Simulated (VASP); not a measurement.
Wanted: the native input for a VASP 6.6.1 run.

| Item | Value |
| --- | --- |
| Task | relaxation of cell and atoms |
| Functional | PBEsol |
| Potentials or basis | VASP PAW PBE potentials, release 64 (Mg) |
| Cutoff | 600 eV |
| k mesh | 28 × 28 × 28 |
| Occupations | gaussian, width 0.1 eV |
| Spin | no spin polarisation |
| Target pressure | 1e-06 GPa |
| Dipole correction | no |
| Further INCAR settings | ALGO = Normal; EDIFF = 1e-07; IBRION = 2; EDIFFG = -0.004; NSW = 70; ISIF = 3 |

The structure of Mg lies in POSCAR:

```
Mg
1.0
   -1.7778911114      1.7778911114      1.7778911114
    1.7778911114     -1.7778911114      1.7778911114
    1.7778911114      1.7778911114     -1.7778911114
Mg
1
Direct
    0.0000000000      0.0000000000      0.0000000000
```

This isn't the form of Mg at room conditions, which is hcp.

These files were run (other wordings do the same):

INCAR

```
PREC = Accurate
ENCUT = 600
EDIFF = 1E-7
ISMEAR = 0
SIGMA = 0.1
LREAL = F
LASPH = T
NELM = 60
ALGO = Normal
ISIF = 3
LWAVE = F
LCHARG = F
GGA = PS
IBRION = 2
NSW = 70
EDIFFG = -0.004
PSTRESS = 9.999999999999999e-06
```

KPOINTS

```
Automatic mesh
0
Gamma
  28 28 28
```

Potentials or basis: VASP PAW PBE potentials, release 64 (Mg).

Launch:

```console
$ cat potpaw_PBE.64/Mg/POTCAR > POTCAR
$ mpirun -np 1 vasp_std > vasp.out
```

Results of the run:

The relaxed volume is 22.46 Å³/atom, the relaxed cell is a = 3.078 Å, b = 3.078 Å, c = 3.078 Å, α = 109.47°, β = 109.47°, γ = 109.47° and the space group after relaxing (to 0.1 Å) is Im-3m (No. 229). The energy change on relaxing (the run minimises the enthalpy) is -0.0 meV/atom. The ionic steps are 2. The pressure after relaxing is 0.0 GPa. The band gap on the k mesh is zero (bands 1 and 2 overlap by 4.82 eV).

Caveat: the cell is relaxed towards a set pressure, so the run minimises the enthalpy, not the energy; the PAW data sets were made with another functional, which shifts forces and pressure a little.

Wall time 39 s on 1 thread of Intel(R) Xeon(R) 6975P-C (Granite Rapids) (shared host), peak memory 0.25 GiB.
